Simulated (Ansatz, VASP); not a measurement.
# Two plane-wave programs on TePb

The input INCAR:

```
PREC     = Accurate       # precision mode
ENCUT    = 500            # plane-wave cutoff, eV
EDIFF    = 1E-6           # SCF threshold, eV
ISMEAR   = 0              # smearing method
SIGMA    = 0.1            # smearing width, eV
LREAL    = F              # projectors in reciprocal space
LASPH    = T              # aspherical terms in the spheres
NELM     = 120            # most SCF steps
ALGO     = Normal         # electronic algorithm
ISIF     = 2              # what is computed and relaxed
LWAVE    = F              # write WAVECAR
LCHARG   = F              # write CHGCAR
GGA      = PS             # functional
NBANDS   = 17             # bands
GGA_COMPAT= F
```

File KPOINTS:

```
regular mesh
0
Gamma
  6 6 6
```

Contents of POSCAR:

```
TePb
1.0
    0.0000000000      3.2310000000      3.2310000000
    3.2310000000      0.0000000000      3.2310000000
    3.2310000000      3.2310000000      0.0000000000
Pb Te
1 1
Direct
    0.0000000000      0.0000000000      0.0000000000
    0.5000000000      0.5000000000      0.5000000000
```

Input for Ansatz:

```yaml
crystal:
  lattice:
    - [0.0, 3.231, 3.231]
    - [3.231, 0.0, 3.231]
    - [3.231, 3.231, 0.0]
  atoms:
    - { symbol: Pb, position: [0.0, 0.0, 0.0] }
    - { symbol: Te, position: [0.5, 0.5, 0.5] }
basis:
  ecutwfc: 420
kpoints:
  mp_grid: { grid: [6, 6, 6] }
hamiltonian:
  xc: pbesol
  pseudopotentials: { kind: paw, azcp: { folder: soft_1 } }
scf:
  occupations: { method: gaussian, width: 0.1 }
output:
  forces: true
  stress: true
  eigenvalues: true
```

Alike in both runs: task single point; functional PBEsol; k mesh 6 × 6 × 6; occupations gaussian, width 0.1 eV; no spin polarisation.

```csv
,VASP,Ansatz
version,VASP 6.6.1,Ansatz 0.2.0
potentials or method,"VASP PAW PBE potentials, release 64 (Pb_d, Te), cutoff 500 eV","scalar-relativistic, plane waves, PAW"
valence electrons in the cell,20,30
```

|  | VASP | Ansatz | Ansatz less VASP |
| --- | --- | --- | --- |
| gap on the k mesh at the Fermi level (eV) | 0.67 | 0.67 | +0.002 |
| least direct gap on the mesh (eV) | 0.67 | 0.67 | +0.002 |
| pressure (GPa) | -0.4 | -0.4 | +0.04 |

VASP's potentials were made for PBE, not for PBEsol, and Ansatz warns of the same on its side. With one functional, cell and mesh, what is left measures potentials, basis and numerics. VASP's potentials hold 20 valence electrons a cell and Ansatz's 30, so a difference there can come from the potentials and not from the codes.

Neither program's run includes spin-orbit coupling.
